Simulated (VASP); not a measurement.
# Al24N25 (a cell with a defect) in VASP: notebook

The runs below take Al24N25 (a cell with a defect) through single point, relaxation of the atoms, with PBE.

All numbers are computed with VASP 6.6.1; they aren't measurements. Logs are shortened: lines on timing, memory, paths and dates and some standing lists are left out, and cuts for length are marked.

**1. The cell of the first run**

The cell holds a defect, 49 atoms: a = 8.023 Å, b = 8.023 Å, c = 8.023 Å, α = 85.02°, β = 85.02°, γ = 85.02°.

**2. Single point, PBE (with an interstitial atom, then relaxed in part)**

INCAR reads:

```
SYSTEM = Al24N25
PREC = Accurate
ENCUT = 520
EDIFF = 1E-6
ISMEAR = 0
SIGMA = 0.01
LREAL = Auto
LASPH = .True.
NELM = 120
ALGO = Normal
ISIF = 2
LWAVE = .False.
LCHARG = .True.
GGA = PE
LELF = .True.
LVHAR = .True.
NELECT = 198.0
NBANDS = 128
GGA_COMPAT = .False.
```

KPOINTS reads:

```
Automatic mesh
0
Gamma
  1 1 1
  0 0 0
```

POSCAR reads:

```
Al24N25
1.0
    3.1302084199     -5.4216800216      5.0180433219
    3.1302084199      5.4216800216      5.0180433219
   -6.2604168399      0.0000000000      5.0180433219
Al N
24 25
Direct
    0.6675281393      0.3334397969      0.4962002483
    0.9971724678      0.6600493705      0.8310653110
    0.3334397969      0.4962002483      0.6675281393
    0.8311453395      0.5120430444      0.1678126168
    0.1694251336      0.3336567494      1.0023992205
    0.4962002483      0.6675281393      0.3334397969
    0.8310653110      0.9971724678      0.6600493705
    0.1678126168      0.8311453395      0.5120430444
    0.5120430444      0.1678126168      0.8311453395
    0.6600493705      0.8310653110      0.9971724678
    1.0023992205      0.1694251336      0.3336567494
    0.3336567494      1.0023992205      0.1694251336
    0.6686840675      0.4975185478      0.8315352037
    1.0028737334      0.8442733992      0.1651110575
    0.3333844018      0.6622397631      0.9989050578
    0.8315352037      0.6686840675      0.4975185478
    0.1651896064      0.5027630799      0.3315963078
    0.4975185478      0.8315352037      0.6686840675
    0.8442733992      0.1651110575      1.0028737334
    0.1651110575      1.0028737334      0.8442733992
    0.5027630799      0.3315963078      0.1651896064
    0.6622397631      0.9989050578      0.3333844018
    0.9989050578      0.3333844018      0.6622397631
    0.3315963078      0.1651896064      0.5027630799
    0.7935756171      0.4622808991      0.6229883346
    0.1298154345      0.7737180297      0.9520732272
    0.4622808991      0.6229883346      0.7935756171
    0.9613528100      0.6360475613      0.2937569749
    0.2976752273      0.4601737483      0.1293717839
    0.6229883346      0.7935756171      0.4622808991
    0.9520732272      0.1298154345      0.7737180297
    0.2937569749      0.9613528100      0.6360475613
    0.6360475613      0.2937569749      0.9613528100
    0.7737180297      0.9520732272      0.1298154345
    0.1293717839      0.2976752273      0.4601737483
    0.4601737483      0.1293717839      0.2976752273
    0.4640232843      0.2930537358      0.6262835594
    0.7902187275      0.6271482821      0.9578517654
    0.1267879380      0.4542441887      0.7927565147
    0.6262835594      0.4640232843      0.2930537358
    0.9630794767      0.3140458115      0.1373946856
    0.2930537358      0.6262835594      0.4640232843
    0.6271482821      0.9578517654      0.7902187275
    0.9578517654      0.7902187275      0.6271482821
    0.3140458115      0.1373946856      0.9630794767
    0.4542441887      0.7927565147      0.1267879380
    0.7927565147      0.1267879380      0.4542441887
    0.1373946856      0.9630794767      0.3140458115
    0.0437151629      0.0437151629      0.0437151629
```

Potentials or basis: VASP PAW PBE potentials, release 64 (Al, N).

Run with:

```sh
$ cat potpaw_PBE.64/Al/POTCAR potpaw_PBE.64/N/POTCAR > POTCAR
$ mpirun -np 1 vasp_gam > vasp.out
```

OUTCAR:

```text
SYSTEM = Al24N25
   PREC = Accurate
   ENCUT = 520
   EDIFF = 1E-6
   ISMEAR = 0
   LREAL = Auto
   LASPH = .True.
   NELM = 120
   ISIF = 2
   GGA = PE
   NELECT = 198.0

 ion  position               nearest neighbor table
   1  0.668  0.333  0.496-  37 1.90  40 1.90  47 1.90  25 1.92  21 3.07  23 3.08  22 3.09  16 3.10
                            13 3.10   9 3.10  24 3.11  11 3.12   4 3.13   7 3.13   6 3.14   3 3.14
   2  0.997  0.660  0.831-  26 1.85  38 1.90  44 1.90  39 1.91  13 3.04  23 3.05   8 3.07  16 3.08
                             4 3.09  15 3.12   5 3.12   3 3.13  10 3.17   7 3.17  14 3.18  20 3.18
   3  0.333  0.496  0.668-  42 1.90  37 1.90  39 1.90  27 1.92  24 3.07  15 3.08  23 3.09  13 3.10
                            18 3.10   8 3.10  17 3.11   5 3.12   9 3.13   2 3.13   1 3.14   6 3.14
   4  0.831  0.512  0.168-  41 1.85  38 1.89  40 1.90  28 1.91  16 3.03  10 3.07  17 3.08   2 3.09
                            14 3.10   6 3.10  13 3.11  21 3.12   1 3.13  19 3.17   5 3.19  11 3.20
   5  0.169  0.334  0.002-  45 1.91  39 1.91  41 1.91  29 1.92  19 3.04  20 3.04  15 3.04  17 3.07
                            21 3.07  12 3.11  11 3.11   3 3.12   2 3.12  23 3.16   4 3.19   9 3.20
   6  0.496  0.668  0.333-  40 1.90  42 1.90  46 1.90  30 1.92  17 3.07  22 3.08  15 3.09  18 3.10
                            16 3.10   4 3.10  21 3.11  12 3.12   8 3.13  10 3.13   1 3.14   3 3.14
   7  0.831  0.997  0.660-  31 1.85  44 1.90  43 1.90  47 1.91  16 3.04  22 3.05   9 3.07  18 3.08
                             8 3.09  23 3.12  11 3.12   1 3.13   2 3.17  10 3.17  20 3.18  19 3.18
   8  0.168  0.831  0.512-  48 1.85  44 1.89  42 1.90  32 1.91  18 3.03   2 3.07  24 3.08   7 3.09
                            20 3.10   3 3.10  16 3.11  17 3.12   6 3.13  14 3.17  11 3.19  12 3.20
   9  0.512  0.168  0.831-  45 1.85  43 1.89  37 1.90  33 1.91  13 3.03   7 3.07  21 3.08  10 3.09
[... 53 lines left out ...]
  47  0.793  0.127  0.454-   1 1.90  22 1.90   7 1.91  11 1.91
  48  0.137  0.963  0.314-   8 1.85  12 1.91  11 1.91  14 2.03
  49  0.044  0.044  0.044-  14 1.84  19 1.84  20 1.84

  LATTYP: Found a trigonal (rhomboedric) cell.
 ALAT       =     8.0233146385
 COS(alpha) =     0.0867490897

  Lattice vectors:

 A1 = (   3.1302084199,  -5.4216800216,   5.0180433219)
 A2 = (   3.1302084199,   5.4216800216,   5.0180433219)
 A3 = (  -6.2604168399,   0.0000000000,   5.0180433219)

Analysis of symmetry for initial positions (statically):
=====================================================================
 Subroutine PRICEL returns:
 Original cell was already a primitive cell.

 Routine SETGRP: Setting up the symmetry group for a
 trigonal (rhombohedral) supercell.

 Subroutine GETGRP returns: Found  3 space group operations
 (whereof  3 operations were pure point group operations)
 out of a pool of 12 trial point group operations.

The static configuration has the point symmetry C_3 .

Analysis of symmetry for dynamics (positions and initial velocities):
=====================================================================
 Subroutine PRICEL returns:
 Original cell was already a primitive cell.

 Routine SETGRP: Setting up the symmetry group for a
 trigonal (rhombohedral) supercell.

 Subroutine GETGRP returns: Found  3 space group operations
 (whereof  3 operations were pure point group operations)
 out of a pool of 12 trial point group operations.

The dynamic configuration has the point symmetry C_3 .

 Subroutine INISYM returns: Found  3 space group operations
 (whereof  3 operations are pure point group operations),
 and found     1 'primitive' translations

----------------------------------------------------------------------------------------

                                     Primitive cell

  volume of cell :     510.9669

  direct lattice vectors                    reciprocal lattice vectors
     3.130208420 -5.421680022  5.018043322     0.053244591 -0.092222337  0.066426954
     3.130208420  5.421680022  5.018043322     0.053244591  0.092222337  0.066426954
    -6.260416840  0.000000000  5.018043322    -0.106489182  0.000000000  0.066426954

  length of vectors
     8.023314639  8.023314639  8.023314639     0.125508908  0.125508908  0.125508908

  position of ions in fractional coordinates (direct lattice)
     0.667528139  0.333439797  0.496200248
     0.997172468  0.660049370  0.831065311
     0.333439797  0.496200248  0.667528139
     0.831145339  0.512043044  0.167812617
     0.169425134  0.333656749  0.002399221
     0.496200248  0.667528139  0.333439797
[... 41 lines left out ...]
     0.137394686  0.963079477  0.314045812
     0.043715163  0.043715163  0.043715163

  ion indices of the primitive-cell ions
   primitive index   ion index
                 1           1
                 2           2
                 3           3
                 4           4
                 5           5
                 6           6
[... 41 lines left out ...]
                48          48
                49          49

----------------------------------------------------------------------------------------

 KPOINTS: Automatic mesh

Automatic generation of k-mesh.
 Grid dimensions read from file:
 generate k-points for:    1    1    1

 Generating k-lattice:

  Cartesian coordinates                     Fractional coordinates (reciprocal lattice)
     0.053244591 -0.092222337  0.066426954     1.000000000 -0.000000000  0.000000000
     0.053244591  0.092222337  0.066426954    -0.000000000  1.000000000  0.000000000
    -0.106489182  0.000000000  0.066426954     0.000000000  0.000000000  1.000000000

  Length of vectors
     0.125508908  0.125508908  0.125508908

  Shift w.r.t. Gamma in fractional coordinates (k-lattice)
     0.000000000  0.000000000  0.000000000

 Subroutine IBZKPT returns following result:
 ===========================================

 Found      1 irreducible k-points:

 Following reciprocal coordinates:
            Coordinates               Weight
  0.000000  0.000000  0.000000      1.000000
   k-points           NKPTS =      1   k-points in BZ     NKDIM =      1   number of bands    NBANDS=    128
   number of dos      NEDOS =    301   number of ions     NIONS =     49
   total plane-waves  NPLWV = 216000
   dimension x,y,z NGX =    60 NGY =   60 NGZ =   60
   dimension x,y,z NGXF=   120 NGYF=  120 NGZF=  120
   ions per type =              24  25
   NGX,Y,Z   is equivalent  to a cutoff of  12.43, 12.43, 12.43 a.u.
   NGXF,Y,Z  is equivalent  to a cutoff of  24.86, 24.86, 24.86 a.u.
 SYSTEM =  Al24N25
   PREC   = accura    normal or accurate (medium, high low for compatibility)
   ISTART =      0    job   : 0-new  1-cont  2-samecut
   ICHARG =      2    charge: 1-file 2-atom 10-const
   ISPIN  =      1    spin polarized calculation?
   LNONCOLLINEAR =      F non collinear calculations
   LSORBIT =      F    spin-orbit coupling
   LASPH  =      T    aspherical Exc in radial PAW
   ENCUT  =  520.0 eV  38.22 Ry    6.18 a.u.  14.92 14.92 14.92*2*pi/ulx,y,z
   NELM   =    120;   NELMIN=  2; NELMDL= -5     # of ELM steps
   EDIFF  = 0.1E-05   stopping-criterion for ELM
   LREAL  =      T    real-space projection
   EDIFFG = 0.1E-04   stopping-criterion for IOM
   NSW    =      0    number of steps for IOM
   IBRION =     -1    ionic relax: 0-MD 1-quasi-New 2-CG
   NFREE  =      0    steps in history (QN), initial steepest desc. (CG)
   ISIF   =      2    stress and relaxation
   ISYM   =      2    0-nonsym 1-usesym 2-fastsym
   POTIM  = 0.5000    time-step for ionic-motion
   TEBEG  =    0.0;   TEEND  =   0.0 temperature during run
   PSTRESS=    0.0 pullay stress
   NELECT =     198.0000    total number of electrons
   NUPDOWN=      -1.0000    fix difference up-down
   EMIN   =  10.00;   EMAX   =-10.00  energy-range for DOS
   EFERMI =   0.00;   METHOD = LEGACY
   ISMEAR =     0;   SIGMA  =   0.01  broadening in eV -4-tet -1-fermi 0-gaus
   EFERMI_NEDOS =   21; number of points for ismear=-14 and -15
   IALGO  =     38    algorithm
   IMIX   =      4    mixing-type and parameters
     AMIX     =   0.40;   BMIX     =  1.00
     AMIX_MAG =   1.60;   BMIX_MAG =  1.00
  volume/ion in A,a.u.               =      10.43        70.37
  Fermi-wavevector in a.u.,A,eV,Ry     =   1.193527  2.255439 19.381595  1.424507
  Thomas-Fermi vector in A             =   2.329539
   LORBIT       =      0    0 simple, 1 ext, 2 COOP (PROOUT), +10 PAW based schemes
   GGA     = PE    functional components
   LHFCALC =     F    Hartree Fock is set to
   AEXX    =    0.0000 exact exchange contribution
   IVDW    =     0    specifies the selected vdW correction
   LEPSILON=     F    determine dielectric tensor
   LRPA    =     F    only Hartree local field effects (RPA)
 non-spin polarized calculation
 Gauss-broadening in eV      SIGMA  =   0.01
  energy-cutoff  :      520.00
  volume of cell :      510.97
 maximum number of plane-waves:      6838
 NGX is ok and might be reduce to    60
   NGX = 29   NGY = 29   NGZ = 29

 number of electron     198.0000012 magnetization

 Free energy of the ion-electron system (eV)
  ---------------------------------------------------
  ext. energy  EPLUGINS =         0.00000000
  ---------------------------------------------------
  free energy    TOTEN  =      -349.96660121 eV

  energy without entropy =     -349.96660121  energy(sigma->0) =     -349.96660121

 E-fermi :   7.4934     XC(G=0): -10.9392

 val. band max:        7.3960291543   @ k =   0.0000   0.0000   0.0000
 cond. band min:       7.6622158697   @ k =   0.0000   0.0000   0.0000
 fundamental gap:      0.2661867153
 Fermi energy:         7.4934326228

 k-point     1 :       0.0000    0.0000    0.0000
  band No.  band energies     occupation
      1      -9.2247      2.00000
      2      -8.2806      2.00000
      3      -7.8081      2.00000
      4      -7.8040      2.00000
      5      -7.8040      2.00000
      6      -7.7481      2.00000
[... 103 lines left out ...]
    110      12.4412      0.00000
    111      12.5397      0.00000
 [bands above 111 left out]

------------------------ aborting loop because EDIFF is reached ----------------------------------------

  FORCE on cell =-STRESS in cart. coord.  units (eV):
  Direction    XX          YY          ZZ          XY          YZ          ZX
  --------------------------------------------------------------------------------------
  -------------------------------------------------------------------------------------
  Total       16.5648243     16.5648243     28.3268296      0.0000000      0.0000000     -0.0000000
  in kB       51.9403202     51.9403202     88.8210204      0.0000000      0.0000000     -0.0000000
  external PRESSURE =      64.2338869 kB  Pullay stress =       0.0000000 kB

 VOLUME and BASIS-vectors are now :
 -----------------------------------------------------------------------------
  energy-cutoff  :      520.00
  volume of cell :      510.97
      direct lattice vectors                 reciprocal lattice vectors
     3.130208420 -5.421680022  5.018043322     0.053244591 -0.092222337  0.066426954
     3.130208420  5.421680022  5.018043322     0.053244591  0.092222337  0.066426954
    -6.260416840  0.000000000  5.018043322    -0.106489182  0.000000000  0.066426954

 POSITION                                       TOTAL-FORCE (eV/Angst)
 -----------------------------------------------------------------------------------
      0.02682     -1.81132      7.51285        -0.004053      0.000296      0.000999
     -0.01537     -1.82777     12.48633         0.000423     -0.000540      0.003429
     -1.58206      0.88244      7.51285         0.002283      0.003362      0.000999
      3.15388     -1.73007      7.58227         0.002886      0.002869      0.003781
      1.55973      0.89041      2.53653         0.000094      0.002469     -0.007312
      1.55524      0.92889      7.51285         0.001770     -0.003658      0.000999
[... 41 lines left out ...]
      1.47866      4.47660      7.09812         0.003027      0.002939     -0.000452
     -0.00000      0.00000      0.65809        -0.000000     -0.000000      0.019467
 -----------------------------------------------------------------------------------
    total drift:                               -0.000000      0.000000      0.042853

  FREE ENERGIE OF THE ION-ELECTRON SYSTEM (eV)
  ---------------------------------------------------
  free  energy   TOTEN  =      -349.9666012112 eV

  energy  without entropy=     -349.9666012112  energy(sigma->0) =     -349.96660121
```

Wall time 66 s (1 thread of Intel Xeon 6975P-C (Granite Rapids), shared host); peak memory 0.44 GiB.

Results:

| Quantity | Value |
| --- | --- |
| Free energy | -349.9666 eV |
| Largest force | 0.019 eV/Å |

Forces in eV/Å, atoms in the order of the input:
```
Al  -0.004  0.000  0.001
Al   0.000 -0.001  0.003
Al   0.002  0.003  0.001
Al   0.003  0.003  0.004
Al   0.000  0.002 -0.007
Al   0.002 -0.004  0.001
Al   0.000  0.001  0.003
Al  -0.004  0.001  0.004
Al   0.001 -0.004  0.004
Al  -0.001  0.000  0.003
Al  -0.002 -0.001 -0.007
Al   0.002 -0.001 -0.007
Al   0.000  0.003  0.002
Al  -0.008 -0.002  0.000
Al   0.003  0.000  0.005
Al  -0.003 -0.001  0.002
Al   0.000 -0.007  0.000
Al   0.003 -0.002  0.002
Al   0.003  0.008  0.000
Al   0.005 -0.006  0.000
Al  -0.006  0.004  0.000
Al  -0.002 -0.003  0.005
Al  -0.001  0.003  0.005
Al   0.006  0.003  0.000
N    0.000  0.000  0.001
N   -0.001 -0.004 -0.010
N   -0.001  0.000  0.001
N    0.000  0.003 -0.003
N    0.002  0.000  0.001
N    0.000  0.001  0.001
N    0.004  0.001 -0.010
N   -0.003 -0.002 -0.003
N    0.003 -0.002 -0.003
N   -0.003  0.003 -0.010
N   -0.001  0.002  0.001
N   -0.001 -0.002  0.001
N   -0.002  0.000  0.000
N    0.001  0.001  0.000
N    0.000  0.002 -0.003
N    0.001 -0.001  0.000
N    0.001 -0.004  0.000
N    0.001  0.002  0.000
N    0.000 -0.001  0.000
N   -0.001  0.001  0.000
N   -0.004  0.001  0.000
N    0.002 -0.001 -0.003
N   -0.001 -0.001 -0.003
N    0.003  0.003  0.000
N    0.000  0.000  0.019
```

Caveat: the k points lie up to 0.79 Å⁻¹ apart; the cell carries a net charge on a neutralising background, which shifts energy and pressure; the cell differs from its parent crystal (with an interstitial atom, then relaxed in part); the cell is charged against a uniform background, so pressure and absolute levels hang on convention.

(Continued in part 2 of 2.)
